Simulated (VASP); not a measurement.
# BaSi24C23 (a cell with a defect) in VASP: single point with PBE

Aim: the single point of BaSi24C23 (a cell with a defect) with PBE.

Everything below comes from runs of VASP 6.6.1. Logs are shortened: lines on timing, memory, paths and dates and some standing lists are left out, and cuts for length are marked.

### 1 The cell of the first run

The cell holds a defect, 48 atoms: a = 6.190 Å, b = 6.190 Å, c = 15.170 Å, α = 90.00°, β = 90.00°, γ = 120.00°.

### 2 Single point, PBE

Contents of INCAR:

```
PREC = Accurate ; ENCUT = 520
EDIFF = 1E-7 ; ISMEAR = -1
SIGMA = 0.01 ; LREAL = Auto
LASPH = T ; NELM = 60
ALGO = Normal ; ISIF = 2
LWAVE = F ; LCHARG = F
GGA = PE ; NBANDS = 129
NELECT = 200.0
```

Contents of KPOINTS:

```
regular mesh
0
Gamma
  4 4 2
```

Contents of POSCAR:

```
BaSi24C23
1.0
    6.1900000000      0.0000000000      0.0000000000
   -3.0950000000      5.3606972494      0.0000000000
    0.0000000000      0.0000000000     15.1700000000
Si C Ba
24 23 1
Direct
   -0.0421341041     -0.0842682082      0.1026977637
   -0.0421341041      0.5421341041      0.1026977637
    0.5000000000      0.0000000000      0.1212760329
    0.5842682082      0.5421341041      0.1026977637
   -0.0014990228     -0.0029980457      0.6271871697
   -0.0014990228      0.5014990228      0.6271871697
    0.5000000000      0.0000000000      0.6287444380
    0.5029980457      0.5014990228      0.6271871697
    0.1666666667      0.3333333333      0.3614827272
    0.1652065338      0.8326032669      0.2950056779
    0.6673967331      0.3347934662      0.2950056779
    0.6673967331      0.8326032669      0.2950056779
    0.3325786043      0.1674213957      0.7882915824
    0.3325786043      0.6651572087      0.7882915824
    0.8348427913      0.1674213957      0.7882915824
    0.8333333333      0.6666666667      0.7905988328
    0.1666666667      0.3333333333      0.9510477289
    0.1711020582      0.8355510291      0.9477298624
    0.6644489709      0.3288979418      0.9477298624
    0.6644489709      0.8355510291      0.9477298624
    0.3349444548      0.1650555452      0.4662335251
    0.3349444548      0.6698889096      0.4662335251
    0.8301110904      0.1650555452      0.4662335251
    0.8333333333      0.6666666667      0.4615762352
   -0.0014295633     -0.0028591265     -0.0149832018
   -0.0014295633      0.5014295633     -0.0149832018
    0.5000000000      0.0000000000     -0.0046651035
    0.5028591265      0.5014295633     -0.0149832018
   -0.0032447260     -0.0064894521      0.5046397534
   -0.0032447260      0.5032447260      0.5046397534
    0.5000000000      0.0000000000      0.5076088801
    0.5064894521      0.5032447260      0.5046397534
    0.1759043156      0.8379521578      0.1683728900
    0.6620478422      0.3240956844      0.1683728900
    0.6620478422      0.8379521578      0.1683728900
    0.3324579263      0.1675420737      0.6662333548
    0.3324579263      0.6649158525      0.6662333548
    0.8350841475      0.1675420737      0.6662333548
    0.8333333333      0.6666666667      0.6688796964
    0.1666666667      0.3333333333      0.8285835542
    0.1700133033      0.8350066517      0.8265665476
    0.6649933483      0.3299866967      0.8265665476
    0.6649933483      0.8350066517      0.8265665476
    0.3396642585      0.1603357415      0.3403552095
    0.3396642585      0.6793285170      0.3403552095
    0.8206714830      0.1603357415      0.3403552095
    0.8333333333      0.6666666667      0.3358283465
    0.1666666667      0.3333333333      0.1940482274
```

Potentials or basis: VASP PAW PBE potentials, release 64 (Si, C, Ba_sv).

Started as:

```bash
> cat potpaw_PBE.64/Si/POTCAR potpaw_PBE.64/C/POTCAR potpaw_PBE.64/Ba_sv/POTCAR > POTCAR
> mpirun -np 1 vasp_std > vasp.out
```

OUTCAR:

```text
PREC = Accurate
   ENCUT = 520
   EDIFF = 1E-7
   ISMEAR = -1
   LREAL = Auto
   LASPH = T
   NELM = 60
   ISIF = 2
   GGA = PE
   NELECT = 200.0

 ion  position               nearest neighbor table
   1  0.958  0.916  0.103-  25 1.84  35 1.92  33 1.92   4 2.31   2 2.31  48 2.63  18 2.86  20 2.86
                             3 3.14   3 3.14
   2  0.958  0.542  0.103-  26 1.84  33 1.92  34 1.92   1 2.31   4 2.31  48 2.63  18 2.86  19 2.86
                             3 3.14   3 3.14
   3  0.500  0.000  0.121-  34 1.88  33 1.88  35 1.88  27 1.91   2 3.14   4 3.14   2 3.14   4 3.14
                             1 3.14   1 3.14  48 3.74  48 3.74  48 3.74
   4  0.584  0.542  0.103-  28 1.84  35 1.92  34 1.92   1 2.31   2 2.31  48 2.63  20 2.86  19 2.86
                             3 3.14   3 3.14
   5  0.999  0.997  0.627-  29 1.86  39 1.88  38 1.89  36 1.89  13 3.03  15 3.03  21 3.04  23 3.04
                            16 3.05   8 3.07   6 3.07  24 3.07   7 3.10   7 3.10   6 3.12   8 3.12
   6  0.999  0.501  0.627-  30 1.86  39 1.88  38 1.89  37 1.89  15 3.03  14 3.03  23 3.04  22 3.04
                            16 3.05   5 3.07   8 3.07  24 3.07   7 3.10   7 3.10   5 3.12   8 3.12
   7  0.500  0.000  0.629-  31 1.84  36 1.88  37 1.88  38 1.88  14 3.01  15 3.01  13 3.01  22 3.03
                            21 3.03  23 3.03   8 3.10   5 3.10   6 3.10   6 3.10   8 3.10   5 3.10
   8  0.503  0.501  0.627-  32 1.86  39 1.88  36 1.89  37 1.89  13 3.03  14 3.03  21 3.04  22 3.04
                            16 3.05   5 3.07   6 3.07  24 3.07   7 3.10   7 3.10   5 3.12   6 3.12
   9  0.167  0.333  0.361-  44 1.88  45 1.88  46 1.88  21 2.40  22 2.40  23 2.40  48 2.54
  10  0.165  0.833  0.295-  47 1.88  44 1.89  45 1.89  33 1.92  11 3.08  12 3.08  24 3.09  11 3.11
                            12 3.11  48 3.45  48 3.45
  11  0.667  0.335  0.295-  47 1.88  44 1.89  46 1.89  34 1.92  10 3.08  12 3.08  24 3.09  12 3.11
                            10 3.11  48 3.45  48 3.45
  12  0.667  0.833  0.295-  47 1.88  46 1.89  45 1.89  35 1.92  11 3.08  10 3.08  24 3.09  11 3.11
                            10 3.11  48 3.45  48 3.45
  13  0.333  0.167  0.788-  36 1.85  41 1.87  42 1.87  40 1.88  18 3.00  19 3.00   7 3.01   8 3.03
                             5 3.03  17 3.04  14 3.08  15 3.08  16 3.10  16 3.10  14 3.11  15 3.11
  14  0.333  0.665  0.788-  37 1.85  41 1.87  43 1.87  40 1.88  18 3.00  20 3.00   7 3.01   6 3.03
                             8 3.03  17 3.04  15 3.08  13 3.08  16 3.10  16 3.10  13 3.11  15 3.11
  15  0.835  0.167  0.788-  38 1.85  43 1.87  42 1.87  40 1.88  19 3.00  20 3.00   7 3.01   6 3.03
                             5 3.03  17 3.04  14 3.08  13 3.08  16 3.10  16 3.10  14 3.11  13 3.11
  16  0.833  0.667  0.791-  39 1.85  42 1.89  43 1.89  41 1.89  20 2.99  19 2.99  18 2.99   5 3.05
                             8 3.05   6 3.05  13 3.10  15 3.10  15 3.10  13 3.10  14 3.10  14 3.10
  17  0.167  0.333  0.951-  40 1.86  25 1.87  28 1.87  26 1.87  13 3.04  14 3.04  15 3.04  18 3.10
                            19 3.10  20 3.10  20 3.10  18 3.10  19 3.10  48 3.69
  18  0.171  0.836  0.948-  41 1.84  26 1.88  25 1.88  27 1.91   2 2.86   1 2.86  16 2.99  14 3.00
[... 24 lines left out ...]
  36  0.332  0.168  0.666-  13 1.85   7 1.88   8 1.89   5 1.89
  37  0.332  0.665  0.666-  14 1.85   7 1.88   8 1.89   6 1.89
  38  0.835  0.168  0.666-  15 1.85   7 1.88   6 1.89   5 1.89
  39  0.833  0.667  0.669-  16 1.85   5 1.88   8 1.88   6 1.88
  40  0.167  0.333  0.829-  17 1.86  13 1.88  14 1.88  15 1.88
  41  0.170  0.835  0.827-  18 1.84  13 1.87  14 1.87  16 1.89
  42  0.665  0.330  0.827-  19 1.84  15 1.87  13 1.87  16 1.89
  43  0.665  0.835  0.827-  20 1.84  15 1.87  14 1.87  16 1.89
  44  0.340  0.160  0.340-   9 1.88  10 1.89  11 1.89  21 1.91  48 2.89
  45  0.340  0.679  0.340-   9 1.88  10 1.89  12 1.89  22 1.91  48 2.89
  46  0.821  0.160  0.340-   9 1.88  12 1.89  11 1.89  23 1.91  48 2.89
  47  0.833  0.667  0.336-  12 1.88  11 1.88  10 1.88  24 1.91
  48  0.167  0.333  0.194-   9 2.54   1 2.63   4 2.63   2 2.63  44 2.89  45 2.89  46 2.89  33 3.12
                            34 3.12  35 3.12  35 3.12  33 3.12  34 3.12  10 3.45  11 3.45  12 3.45

  LATTYP: Found a hexagonal cell.
 ALAT       =     6.1900000000
 C/A-ratio  =     2.4507269790

  Lattice vectors:

 A1 = (   6.1900000000,   0.0000000000,   0.0000000000)
 A2 = (  -3.0950000000,   5.3606972494,   0.0000000000)
 A3 = (   0.0000000000,   0.0000000000,  15.1700000000)

Analysis of symmetry for initial positions (statically):
=====================================================================
 Subroutine PRICEL returns:
 Original cell was already a primitive cell.

 Routine SETGRP: Setting up the symmetry group for a
 hexagonal supercell.

 Subroutine GETGRP returns: Found  6 space group operations
 (whereof  2 operations were pure point group operations)
 out of a pool of 24 trial point group operations.

The static configuration has the point symmetry C_1h.
 The point group associated with its full space group is C_3v.

Analysis of symmetry for dynamics (positions and initial velocities):
=====================================================================
 Subroutine PRICEL returns:
[... 145 lines left out ...]

  Length of vectors
     0.046635724  0.046635724  0.032959789

  Shift w.r.t. Gamma in fractional coordinates (k-lattice)
     0.000000000  0.000000000  0.000000000

 Subroutine IBZKPT returns following result:
 ===========================================

 Found      8 irreducible k-points:

 Following reciprocal coordinates:
            Coordinates               Weight
  0.000000  0.000000  0.000000      1.000000
  0.250000  0.000000  0.000000      6.000000
  0.500000  0.000000  0.000000      3.000000
  0.250000  0.250000  0.000000      6.000000
  0.000000  0.000000  0.500000      1.000000
  0.250000  0.000000  0.500000      6.000000
  0.500000  0.000000  0.500000      3.000000
  0.250000  0.250000  0.500000      6.000000
   k-points           NKPTS =      8   k-points in BZ     NKDIM =      8   number of bands    NBANDS=    129
   number of dos      NEDOS =    301   number of ions     NIONS =     48
   total plane-waves  NPLWV = 276480
   dimension x,y,z NGX =    48 NGY =   48 NGZ =  120
   dimension x,y,z NGXF=    96 NGYF=   96 NGZF=  240
   ions per type =              24  23   1
   NGX,Y,Z   is equivalent  to a cutoff of  12.89, 12.89, 13.15 a.u.
   NGXF,Y,Z  is equivalent  to a cutoff of  25.78, 25.78, 26.30 a.u.
 SYSTEM =  unknown system
   PREC   = accura    normal or accurate (medium, high low for compatibility)
   ISTART =      0    job   : 0-new  1-cont  2-samecut
   ICHARG =      2    charge: 1-file 2-atom 10-const
   ISPIN  =      1    spin polarized calculation?
   LNONCOLLINEAR =      F non collinear calculations
   LSORBIT =      F    spin-orbit coupling
   LASPH  =      T    aspherical Exc in radial PAW
   ENCUT  =  520.0 eV  38.22 Ry    6.18 a.u.  11.51 11.51 28.21*2*pi/ulx,y,z
   NELM   =     60;   NELMIN=  2; NELMDL= -5     # of ELM steps
   EDIFF  = 0.1E-06   stopping-criterion for ELM
   LREAL  =      T    real-space projection
   EDIFFG = 0.1E-05   stopping-criterion for IOM
   NSW    =      0    number of steps for IOM
   IBRION =     -1    ionic relax: 0-MD 1-quasi-New 2-CG
   NFREE  =      0    steps in history (QN), initial steepest desc. (CG)
   ISIF   =      2    stress and relaxation
   ISYM   =      2    0-nonsym 1-usesym 2-fastsym
   POTIM  = 0.5000    time-step for ionic-motion
   TEBEG  =    0.0;   TEEND  =   0.0 temperature during run
   PSTRESS=    0.0 pullay stress
   NELECT =     200.0000    total number of electrons
   NUPDOWN=      -1.0000    fix difference up-down
   EMIN   =  10.00;   EMAX   =-10.00  energy-range for DOS
   EFERMI =   0.00;   METHOD = LEGACY
   ISMEAR =    -1;   SIGMA  =   0.01  broadening in eV -4-tet -1-fermi 0-gaus
   EFERMI_NEDOS =   21; number of points for ismear=-14 and -15
   IALGO  =     38    algorithm
   IMIX   =      4    mixing-type and parameters
     AMIX     =   0.40;   BMIX     =  1.00
     AMIX_MAG =   1.60;   BMIX_MAG =  1.00
  volume/ion in A,a.u.               =      10.49        70.77
  Fermi-wavevector in a.u.,A,eV,Ry     =   1.203517  2.274318 19.707411  1.448454
  Thomas-Fermi vector in A             =   2.339268
   LORBIT       =      0    0 simple, 1 ext, 2 COOP (PROOUT), +10 PAW based schemes
   GGA     = PE    functional components
   LHFCALC =     F    Hartree Fock is set to
   AEXX    =    0.0000 exact exchange contribution
   IVDW    =     0    specifies the selected vdW correction
   LEPSILON=     F    determine dielectric tensor
   LRPA    =     F    only Hartree local field effects (RPA)
 non-spin polarized calculation
  energy-cutoff  :      520.00
  volume of cell :      503.38
 maximum number of plane-waves:     13665
 NGX is ok and might be reduce to    48
   NGX = 23   NGY = 23   NGZ = 57

 number of electron     200.0000004 magnetization

 Free energy of the ion-electron system (eV)
  ---------------------------------------------------
  ext. energy  EPLUGINS =         0.00000000
  ---------------------------------------------------
  free energy    TOTEN  =      -320.31635811 eV

  energy without entropy =     -320.31118818  energy(sigma->0) =     -320.31377314

 E-fermi :  10.7001     XC(G=0): -11.5033

 val. band max:       10.6995647457   @ k =   0.5000   0.0000   0.0000
 cond. band min:      10.7177632909   @ k =   0.2500   0.0000   0.5000
 fundamental gap:      0.0181985451
 Fermi energy:        10.7000769238

 k-point     1 :       0.0000    0.0000    0.0000
  band No.  band energies     occupation
      1     -17.7543      2.00000
      2      -7.3964      2.00000
      3      -7.0424      2.00000
      4      -6.6491      2.00000
      5      -5.6982      2.00000
      6      -5.2020      2.00000
[... 909 lines left out ...]
    111      12.9287      0.00000
    112      13.1137      0.00000
 [bands above 112 left out]

------------------------ aborting loop because EDIFF is reached ----------------------------------------

  FORCE on cell =-STRESS in cart. coord.  units (eV):
  Direction    XX          YY          ZZ          XY          YZ          ZX
  --------------------------------------------------------------------------------------
  -------------------------------------------------------------------------------------
  Total       47.2098213     47.2098213     83.7209061     -0.0000000     -0.0000000      0.0000000
  in kB      150.2607073    150.2607073    266.4691838     -0.0000000     -0.0000000      0.0000000
  external PRESSURE =     188.9968661 kB  Pullay stress =       0.0000000 kB

 VOLUME and BASIS-vectors are now :
 -----------------------------------------------------------------------------
  energy-cutoff  :      520.00
  volume of cell :      503.38
      direct lattice vectors                 reciprocal lattice vectors
     6.190000000  0.000000000  0.000000000     0.161550889  0.093271449  0.000000000
    -3.095000000  5.360697249  0.000000000     0.000000000  0.186542898  0.000000000
     0.000000000  0.000000000 15.170000000     0.000000000  0.000000000  0.065919578

 POSITION                                       TOTAL-FORCE (eV/Angst)
 -----------------------------------------------------------------------------------
      3.09500      4.90896      1.55793         0.000000     -0.180388     -0.073938
      4.25128      2.90622      1.55793        -0.156220      0.090194     -0.073938
      3.09500      0.00000      1.83976        -0.000000     -0.000000     -0.011277
      1.93872      2.90622      1.55793         0.156220      0.090194     -0.073938
      3.09500      5.34463      9.51443        -0.000000      0.004458     -0.009151
      4.62858      2.68838      9.51443         0.003861     -0.002229     -0.009151
[... 40 lines left out ...]
      3.09500      3.57380      5.09452        -0.000000     -0.000000     -0.022944
      0.00000      1.78690      2.94371        -0.000000     -0.000000     -0.181120
 -----------------------------------------------------------------------------------
    total drift:                                0.000001     -0.000001     -0.038827

  FREE ENERGIE OF THE ION-ELECTRON SYSTEM (eV)
  ---------------------------------------------------
  free  energy   TOTEN  =      -320.3163581056 eV

  energy  without entropy=     -320.3111881835  energy(sigma->0) =     -320.31377314
```

Run time: 21 min. Hardware: 1 thread of Intel Xeon Platinum 8259CL at 2.50GHz (Skylake/Cascade Lake), shared host; peak memory 0.77 GiB.

What came out:

- Free energy: -320.3164 eV
- Largest force: 0.206 eV/Å

Forces in eV/Å, atoms in the order of the input:
```
Si   0.000 -0.180 -0.074
Si  -0.156  0.090 -0.074
Si   0.000  0.000 -0.011
Si   0.156  0.090 -0.074
Si   0.000  0.004 -0.009
Si   0.004 -0.002 -0.009
Si   0.000  0.000 -0.018
Si  -0.004 -0.002 -0.009
Si   0.000  0.000  0.206
Si   0.021  0.012  0.036
Si   0.000 -0.024  0.036
Si  -0.021  0.012  0.036
Si  -0.001  0.001 -0.002
Si   0.000 -0.001 -0.002
Si   0.001  0.001 -0.002
Si   0.000  0.000 -0.002
Si   0.000  0.000 -0.001
Si  -0.004 -0.002  0.002
Si   0.000  0.005  0.002
Si   0.004 -0.002  0.002
Si   0.013 -0.007 -0.012
Si   0.000  0.015 -0.012
Si  -0.013 -0.007 -0.012
Si   0.000  0.000  0.001
C    0.000  0.004  0.006
C    0.003 -0.002  0.006
C    0.000  0.000 -0.009
C   -0.003 -0.002  0.006
C    0.000  0.002  0.003
C    0.002 -0.001  0.003
C    0.000  0.000  0.022
C   -0.002 -0.001  0.003
C   -0.009 -0.005 -0.005
C    0.000  0.010 -0.005
C    0.009 -0.005 -0.005
C    0.005 -0.003  0.012
C    0.000  0.006  0.012
C   -0.005 -0.003  0.012
C    0.000  0.000  0.007
C    0.000  0.000 -0.006
C   -0.006 -0.004  0.004
C    0.000  0.007  0.004
C    0.006 -0.004  0.004
C    0.031 -0.018  0.044
C    0.000  0.036  0.044
C   -0.031 -0.018  0.044
C    0.000  0.000 -0.023
Ba   0.000  0.000 -0.181
```

Levels at points of the mesh, in eV from the Fermi level:
```tsv
k point	band 98	band 99	band 100	band 101	band 102	band 103
(0.00, 0.00, 0.00)	-1.45	-0.81	-0.81	-0.69	-0.34	-0.34
(0.50, 0.00, 0.00)	-0.81	0.00	0.14	0.40	0.67	0.84
(0.00, 0.00, 0.50)	-1.46	-0.79	-0.79	-0.78	-0.43	-0.43
(0.50, 0.00, 0.50)	-0.79	0.02	0.14	0.44	0.66	0.83
```

Caveat: the cell carries a net charge on a neutralising background, which shifts energy and pressure; the cell is charged against a uniform background, so pressure and absolute levels hang on convention; spin-orbit coupling is left out, which moves the levels of the heavy elements.
